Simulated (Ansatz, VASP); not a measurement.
# Co: VASP beside Ansatz

```
Co
1.0
     3.69476    0.00000    0.00000
    -1.84738    3.19976    0.00000
     0.00000    0.00000    2.27756
Co
3
Direct
  0.00000 0.00000 0.00000
  0.33333 0.66667 0.50000
  0.66667 0.33333 0.50000
```

Alike in both runs: task single point; functional LDA; k mesh 11 × 11 × 15; occupations fermi-dirac, width 0.05 eV; collinear spin.

|  | VASP | Ansatz |
| --- | --- | --- |
| version | VASP 6.6.1 | Ansatz 0.2.0 |
| potentials or method | VASP PAW LDA potentials, release 64 (Co), cutoff 520 eV | plane waves (420 eV) with PAW, scalar-relativistic |
| valence electrons in the cell | 27 | 51 |

Ansatz gave:

* net moment per atom (μB): 1.39
* size of the moment on the site where the two differ most (μB): 1.37

Question: What did VASP give for the same quantities?

Answer: net moment per atom (μB): 1.35; size of the moment on the site where the two differ most (μB): 1.30.

Ansatz warns that its potentials were made for another functional, while VASP's fit it. LDA's correlation is that of Perdew and Zunger in VASP and of Perdew and Wang (1992) in Ansatz. Site moments also hang on the region over which each program counts them. VASP's potentials hold 27 valence electrons a cell and Ansatz's 51, so a difference there can come from the potentials and not from the codes.
